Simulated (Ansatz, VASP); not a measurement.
Two plane-wave programs on AlRu

File POSCAR:

```
AlRu
1.0
    0.0000000000      0.0000000000      2.9820244748
    2.9820244748     -2.9820244748      0.0000000000
    2.9820244748      2.9820244748      0.0000000000
Ru Al
2 2
Direct
    0.0000000000      0.0000000000      0.0000000000
    0.0000000000      0.5000000000      0.5000000000
    0.5000000000      0.5000000000      0.0000000000
    0.5000000000      0.0000000000      0.5000000000
```

The input INCAR.step1:

```
PREC = Accurate
ENCUT = 520
ISMEAR = -1
SIGMA = 0.05
LREAL = False
LASPH = True
NELM = 80
NBANDS = 25
GGA = PE
ALGO = Normal
EDIFF = 1E-4
LWAVE = True
LCHARG = False
```

The input INCAR.step2:

```
PREC = Accurate
ENCUT = 520
EDIFF = 1E-6
ISMEAR = -1
SIGMA = 0.05
LREAL = False
LASPH = True
NELM = 80
ALGO = Normal
ISIF = 2
LWAVE = False
LCHARG = True
METAGGA = R2SCAN
LMIXTAU = True
LELF = True
LVHAR = True
NBANDS = 25
ISTART = 1
```

KPOINTS

```
regular mesh
0
Gamma
  14 10 10
```

Input for Ansatz:

```yaml
crystal:
  lattice:
    - [0.0, 0.0, 2.9820244748]
    - [2.9820244748, -2.9820244748, 0.0]
    - [2.9820244748, 2.9820244748, 0.0]
  atoms:
    - { symbol: Ru, position: [0.0, 0.0, 0.0] }
    - { symbol: Ru, position: [0.0, 0.5, 0.5] }
    - { symbol: Al, position: [0.5, 0.5, 0.0] }
    - { symbol: Al, position: [0.5, 0.0, 0.5] }
kpoints:
  mp_grid: { grid: [14, 10, 10] }
scf:
  occupations: { method: fermi_dirac, width: 0.05 }
  algorithm: direct_min
hamiltonian:
  xc: r2scan
  pseudopotentials: { kind: paw }
output:
  forces: true
  stress: true
  eigenvalues: true
```

Alike in both runs: task single point; functional r2SCAN; k mesh 14 × 10 × 10; occupations fermi-dirac, width 0.05 eV; no spin polarisation.

```csv
,VASP,Ansatz
version,VASP 6.6.1,Ansatz 0.2.0
potentials or method,"VASP PAW PBE potentials, release 64 (Ru_pv, Al)","PAW with Ansatz's default frozen-core files, scalar-relativistic"
plane-wave cutoff (eV),520,500
valence electrons in the cell,34,38
```

```csv
,VASP,Ansatz,Ansatz less VASP
gap on the k mesh at the Fermi level (eV),none,none,-
pressure (GPa),0.2,0.1,-0.14
```

VASP's potentials were made for PBE, not for r2SCAN. A gap of «none» marks a metal or a gap that the smearing closes. With one functional, cell and mesh, what is left measures potentials, basis and numerics. VASP's potentials hold 34 valence electrons a cell and Ansatz's 38, so a difference there can come from the potentials and not from the codes.
